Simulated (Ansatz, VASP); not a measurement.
One calculation of Ca, two programs

```
Ca
1.0
     0.00000    2.72653    2.72653
     2.72653    0.00000    2.72653
     2.72653    2.72653    0.00000
Ca
1
Direct
  0.00000 0.00000 0.00000
```

Alike in both runs: functional PBEsol; k mesh 14 × 14 × 14; occupations gaussian, width 0.1 eV; no spin polarisation.

Ansatz relaxed the structure, and its values are those at the end. VASP's run is a single point on that final structure, the one shown.

|  | VASP | Ansatz |
| --- | --- | --- |
| version | VASP 6.6.1 | Ansatz 0.2.0 |
| potentials or method | VASP PAW PBE potentials, release 64 (Ca_sv), cutoff 520 eV | scalar-relativistic, plane waves, PAW |
| valence electrons in the cell | 10 | 10 |

```csv
,VASP,Ansatz,Ansatz less VASP
gap on the k mesh at the Fermi level (eV),none,none,-
pressure (GPa),0.0,0.0,-0.03
```

VASP's potentials were made for PBE, not for PBEsol. A gap of «none» marks a metal or a gap that the smearing closes. With one functional, cell and mesh, what is left measures potentials, basis and numerics.
